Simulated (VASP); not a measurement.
A run of VASP 6.6.1 is set up as follows.

Contents of INCAR:

```
  ALGO = Normal
  EDIFF = 1E-6
  ENCUT = 600
  GGA = PS
  GGA_COMPAT = False
  ISIF = 2
  ISMEAR = -1
  IVDW = 13
  LASPH = True
  LCHARG = False
  LREAL = False
  LWAVE = False
  NBANDS = 78
  NELM = 120
  PREC = Accurate
  SIGMA = 0.05
```

Contents of KPOINTS:

```
k-points
0
Gamma
  2 2 2
```

Contents of POSCAR:

```
SrO
1.0
    0.0000000000      5.1326000000      5.1326000000
    5.1326000000      0.0000000000      5.1326000000
    5.1326000000      5.1326000000      0.0000000000
Sr O
8 8
Direct
    0.2500000000      0.2500000000      0.2500000000
    0.2500000000      0.2500000000      0.7500000000
    0.2500000000      0.7500000000      0.2500000000
    0.2500000000      0.7500000000      0.7500000000
    0.7500000000      0.2500000000      0.2500000000
    0.7500000000      0.2500000000      0.7500000000
    0.7500000000      0.7500000000      0.2500000000
    0.7500000000      0.7500000000      0.7500000000
    0.0000000000      0.0000000000      0.0000000000
    0.0000000000      0.0000000000      0.5000000000
    0.0000000000      0.5000000000      0.0000000000
    0.0000000000      0.5000000000      0.5000000000
    0.5000000000      0.0000000000      0.0000000000
    0.5000000000      0.0000000000      0.5000000000
    0.5000000000      0.5000000000      0.0000000000
    0.5000000000      0.5000000000      0.5000000000
```

Potentials or basis: VASP PAW PBE potentials, release 64 (Sr_sv, O).

Command:

```bash
$ cat potpaw_PBE.64/Sr_sv/POTCAR potpaw_PBE.64/O/POTCAR > POTCAR
$ mpirun -np 1 vasp_std > vasp.out
```

(1) Estimate the dispersion energy per atom.

(2) Predict the pressure.

(3) Estimate the band gap on the k mesh.

Answers

(1) -0.101 eV.

(2) -1.0 GPa.

(3) 3.15 eV.

Caveat: the k points lie up to 0.53 Å⁻¹ apart; the PAW data sets were made with another functional, which shifts forces and pressure a little.
